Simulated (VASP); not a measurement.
## Ir: single point with PBE

The system is Ir.

```
Ir
1.0
     2.66540    0.00000    0.00000
    -1.33270    2.30830    0.00000
     0.00000    0.00000    4.69050
Ir
2
Direct
  0.66667 0.33333 0.75000
  0.33333 0.66667 0.25000
```

This isn't the form of Ir at room conditions, which is fcc.

- Program: VASP 6.6.1
- Task: single point
- Functional: PBE
- Potentials or basis: VASP PAW PBE potentials, release 64 (Ir)
- Cutoff: 520 eV
- k mesh: 18 × 18 × 10
- Occupations: gaussian, width 0.15 eV
- Spin: no spin polarisation
- Dipole correction: no
- Further INCAR settings: ALGO = Normal; EDIFF = 1e-06; NBANDS = 16

- Pressure: 6.5 GPa
- Band gap on the k mesh: zero (bands 9 and 10 overlap by 3.56 eV)

Stress tensor (GPa, compression positive):
```
 16.65   0.00   0.00
  0.00  16.65   0.00
  0.00   0.00 -13.85
```

Levels at points of the mesh, in eV from the Fermi level:
```csv
k point,band 6,band 7,band 8,band 9,band 10,band 11,band 12,band 13
"(0.00, 0.00, 0.00)",-3.15,-3.15,-1.52,-1.52,-1.39,0.44,0.44,5.89
"(0.50, 0.00, 0.00)",-3.18,-2.91,0.71,1.34,1.59,3.14,4.69,8.26
"(0.00, 0.00, 0.50)",-3.59,-3.59,-3.59,-0.27,-0.27,-0.27,-0.27,12.59
"(0.50, 0.00, 0.50)",-1.63,-0.78,-0.78,1.48,1.48,2.05,2.05,8.00
```

Wall time 100 s on 1 thread of Intel Xeon 8259CL, on a shared host, peak memory 0.21 GiB.

Caveat: the stress differs along the axes, from -14 to 17 GPa; spin-orbit coupling is left out, which moves the levels of the heavy elements.
